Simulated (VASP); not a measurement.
Wanted: the native input for a VASP 6.6.1 run.

```yaml
Task: single point
Functional: PBEsol
Potentials_or_basis: VASP PAW PBE potentials, release 64 (Al)
Cutoff: 500 eV
k_mesh: 10 × 10 × 3
Occupations: methfessel-paxton, width 0.1 eV
Spin: no spin polarisation
Dipole_correction: no
Further_INCAR_settings: ALGO = Normal; EDIFF = 1e-06; NBANDS = 14
```

The structure of Al lies in POSCAR:

```
Al
1.0
    2.8360390904      0.0000000000      0.0000000000
   -1.4180195452      2.4560818984      0.0000000000
    0.0000000000      0.0000000000      9.3123762122
Al
4
Direct
    0.0000000000      0.0000000000      0.0000000000
    0.3333333333      0.6666666667      0.2500000000
    0.0000000000      0.0000000000      0.5000000000
    0.6666666667      0.3333333333      0.7500000000
```

One way to write it, as run:

INCAR

```
SYSTEM = Al
ALGO = Normal ; EDIFF = 1E-6
ENCUT = 500 ; GGA = PS
GGA_COMPAT = .FALSE. ; ISIF = 2
ISMEAR = 1 ; LASPH = .TRUE.
LCHARG = .FALSE. ; LREAL = .FALSE.
LWAVE = .FALSE. ; NBANDS = 14
NELM = 120 ; PREC = Accurate
SIGMA = 0.1
```

KPOINTS

```
k-points
0
G
  10 10 3
  0 0 0
```

Potentials or basis: VASP PAW PBE potentials, release 64 (Al).

Launch:

```bash
$ cat potpaw_PBE.64/Al/POTCAR > POTCAR
$ mpirun -np 1 vasp_std > vasp.out
```

It gave:

```yaml
Pressure: 0.1 GPa
Band_gap_on_the_k_mesh: zero (band 6 reaches 11.98 eV, above the bottom of band 7 at 6.78 eV)
```

Caveat: the PAW data sets were made with another functional, which shifts forces and pressure a little.

Wall time 12 s on 1 thread of Intel(R) Xeon(R) 6975P-C (Granite Rapids), with other jobs on the host, peak memory 0.18 GiB.
